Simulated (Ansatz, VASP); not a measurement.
**Two plane-wave programs on BeS**

Contents of POSCAR:

```
BeS
1.0
    0.0000000000      2.4250000000      2.4250000000
    2.4250000000      0.0000000000      2.4250000000
    2.4250000000      2.4250000000      0.0000000000
S Be
1 1
Direct
    0.2500000000      0.2500000000      0.2500000000
    0.0000000000      0.0000000000      0.0000000000
```

INCAR.step1

```
SYSTEM = BeS
PREC = Accurate
ENCUT = 660
ISMEAR = -1
SIGMA = 0.01
LREAL = .False.
LASPH = .True.
NELM = 120
NBANDS = 11
GGA = PE
ALGO = Normal
EDIFF = 1E-5
LWAVE = .True.
LCHARG = .False.
GGA_COMPAT = .False.
```

Contents of INCAR.step2:

```
SYSTEM = BeS
PREC = Accurate
ENCUT = 660
EDIFF = 1E-6
ISMEAR = -1
SIGMA = 0.01
LREAL = .False.
LASPH = .True.
NELM = 120
ALGO = Normal
ISIF = 2
LWAVE = .False.
LCHARG = .False.
METAGGA = R2SCAN
LMIXTAU = .True.
IVDW = 12
VDW_S6 = 1.0
VDW_S8 = 0.78981345
VDW_A1 = 0.49484001
VDW_A2 = 5.73083694
NBANDS = 11
ISTART = 1
GGA_COMPAT = .False.
```

File KPOINTS:

```
Automatic mesh
0
Gamma
  9 9 9
  0 0 0
```

The input input.yaml:

```yaml
crystal:
  lattice: { a: 4.85, b: 4.85, c: 4.85, alpha: 90.0, beta: 90.0, gamma: 90.0 }
  space_group: 216
  reduce_to_primitive: true
  atoms:
    - { symbol: S, wyckoff: "4c", position: [0.25, 0.25, 0.25] }
    - { symbol: Be, wyckoff: "4a", position: [0.0, 0.0, 0.0] }
hamiltonian:
  xc: r2scan
  pseudopotentials: { kind: paw, source: jth }
  dispersion: d3bj
kpoints:
  mp_grid: { grid: [9, 9, 9] }
scf:
  occupations: { method: fermi_dirac, width: 0.01 }
  n_extra_bands: 6
output:
  forces: true
  stress: true
  eigenvalues: true
  dos: { projected: false, de: 0.05, nscf_kmesh: { grid: [14, 14, 14] } }
```

Alike in both runs: functional r2SCAN; dispersion D3(BJ); k mesh 9 × 9 × 9; occupations fermi-dirac, width 0.01 eV; no spin polarisation.

|  | VASP | Ansatz |
| --- | --- | --- |
| version | VASP 6.6.1 | Ansatz 0.2.0 |
| potentials or method | VASP PAW PBE potentials, release 64 (S, Be) | JTH PAW |
| plane-wave cutoff (eV) | 660 | 1080 |
| valence electrons in the cell | 8 | 10 |
| task | single point | density of states |

```tsv
	VASP	Ansatz	Ansatz less VASP
gap on the k mesh at the Fermi level (eV)	3.67	3.66	-0.011
least direct gap on the mesh (eV)	6.26	6.23	-0.025
pressure (GPa)	-0.1	-0.4	-0.24
```

VASP's potentials were made for PBE, not for r2SCAN. VASP's potentials hold 8 valence electrons a cell and Ansatz's 10, so a difference there can come from the potentials and not from the codes.

Noted on Ansatz's run: odd divisions of the mesh miss points on the zone boundary, where band edges often lie, so the gap on the mesh can be too wide.
